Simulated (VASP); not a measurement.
Here is a VASP 6.6.1 calculation.

The input INCAR:

```
SYSTEM = CsSnI3
PREC     = Accurate       ! precision mode
ENCUT    = 520            ! plane-wave cutoff, eV
EDIFF    = 1E-6           ! SCF threshold, eV
ISMEAR   = -1             ! smearing method
SIGMA    = 0.02           ! smearing width, eV
LREAL    = .False.        ! projectors in reciprocal space
LASPH    = .True.         ! aspherical terms in the spheres
NELM     = 80             ! most SCF steps
ALGO     = Normal         ! electronic algorithm
ISIF     = 2              ! what is computed and relaxed
LWAVE    = .False.        ! write WAVECAR
LCHARG   = .True.         ! write CHGCAR
GGA      = CA             ! functional
LELF     = .True.         ! ELF
LVHAR    = .True.       
NBANDS   = 30             ! bands
```

KPOINTS

```
regular mesh
0
Gamma
  4 4 4
  0 0 0
```

POSCAR

```
CsSnI3
1.0
    6.0483925373      0.0000000000      0.0000000000
    0.0000000000      6.0483925373      0.0000000000
    0.0000000000      0.0000000000      6.0483925373
Cs Sn I
1 1 3
Direct
    0.0000000000      0.0000000000      0.0000000000
    0.5000000000      0.5000000000      0.5000000000
    0.5000000000      0.5000000000      0.0000000000
    0.5000000000      0.0000000000      0.5000000000
    0.0000000000      0.5000000000      0.5000000000
```

Potentials or basis: VASP PAW LDA potentials, release 64 (Cs_sv, Sn_d, I).

Launch:

```console
$ cat potpaw_LDA.64/Cs_sv/POTCAR potpaw_LDA.64/Sn_d/POTCAR potpaw_LDA.64/I/POTCAR > POTCAR
$ mpirun -np 1 vasp_std > vasp.out
```

Problem. Estimate the pressure.

Solution. 0.0 GPa.

Problem. What does it give for the band gap on the k mesh?

Solution. Zero (filled and empty bands touch).

Caveat: spin-orbit coupling is left out, which moves the levels of the heavy elements.
